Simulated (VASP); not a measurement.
Wanted: the native input for a VASP 6.6.1 run.

| Item | Value |
| --- | --- |
| Task | single point |
| Functional | PBE |
| Potentials or basis | VASP PAW PBE potentials, release 64 (Ge_d, N) |
| Cutoff | 600 eV |
| k mesh | 6 × 6 × 6 |
| Occupations | gaussian, width 0.2 eV |
| Spin | no spin polarisation |
| Dipole correction | no |
| Further INCAR settings | ALGO = Normal; EDIFF = 1e-06; NBANDS = 16 |

The structure of GeN lies in POSCAR:

```
GeN
1.0
    0.0000000000      2.4094010918      2.4094010918
    2.4094010918      0.0000000000      2.4094010918
    2.4094010918      2.4094010918      0.0000000000
Ge N
1 1
Direct
    0.0000000000      0.0000000000      0.0000000000
    0.7500000000      0.7500000000      0.7500000000
```

The cell was built from a structure type or drawn by symmetry, and may not be a known phase.

These files were run (other wordings do the same):

INCAR

```
ALGO = Normal
EDIFF = 1E-6
ENCUT = 600
GGA = PE
GGA_COMPAT = False
ISIF = 2
ISMEAR = 0
LASPH = True
LCHARG = False
LREAL = False
LWAVE = False
NBANDS = 16
NELM = 120
PREC = Accurate
SIGMA = 0.2
```

KPOINTS

```
k-points
0
Gamma
  6 6 6
```

Potentials or basis: VASP PAW PBE potentials, release 64 (Ge_d, N).

Launch:

```bash
$ cat potpaw_PBE.64/Ge_d/POTCAR potpaw_PBE.64/N/POTCAR > POTCAR
$ mpirun -np 1 vasp_std > vasp.out
```

It gave:

The pressure is -0.2 GPa. The band gap on the k mesh is zero (an odd number of electrons rules out a gap without spin polarisation).

Caveat: the k points lie up to 0.38 Å⁻¹ apart, too coarse for converged energies and pressures of a metal.

It took 18 s on 1 thread of Intel Xeon 8259CL, on a shared host, peak memory 0.16 GiB.
